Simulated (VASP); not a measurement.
Wanted: the native input for a VASP 6.6.1 run.

```yaml
Task: single point
Functional: LDA
Potentials_or_basis: VASP PAW LDA potentials, release 64 (Zr_sv, B)
Cutoff: 520 eV
k_mesh: 18 × 18 × 18
Occupations: gaussian, width 0.15 eV
Spin: no spin polarisation
Dipole_correction: no
Further_INCAR_settings: ALGO = Normal; EDIFF = 1e-06; NBANDS = 14
```

The structure of ZrB lies in POSCAR:

```
ZrB
1.0
    0.0000000000      2.4471576088      2.4471576088
    2.4471576088      0.0000000000      2.4471576088
    2.4471576088      2.4471576088      0.0000000000
Zr B
1 1
Direct
    0.0000000000      0.0000000000      0.0000000000
    0.5000000000      0.5000000000      0.5000000000
```

These files were run (other wordings do the same):

INCAR

```
ALGO = Normal
EDIFF = 1E-6
ENCUT = 520
GGA = CA
ISIF = 2
ISMEAR = 0
LASPH = True
LCHARG = False
LREAL = False
LWAVE = False
NBANDS = 14
NELM = 100
PREC = Accurate
SIGMA = 0.15
```

KPOINTS

```
k-points
0
Gamma
  18 18 18
```

Potentials or basis: VASP PAW LDA potentials, release 64 (Zr_sv, B).

Launch:

```bash
$ cat potpaw_LDA.64/Zr_sv/POTCAR potpaw_LDA.64/B/POTCAR > POTCAR
$ mpirun -np 1 vasp_std > vasp.out
```

It gave:

- Pressure: -6.1 GPa
- Band gap on the k mesh: zero (an odd number of electrons rules out a gap without spin polarisation)

Caveat: the cell stands under tension.

It took 31 s on 1 thread of Intel(R) Xeon(R) 6975P-C (Granite Rapids) (shared host), peak memory 0.2 GiB.
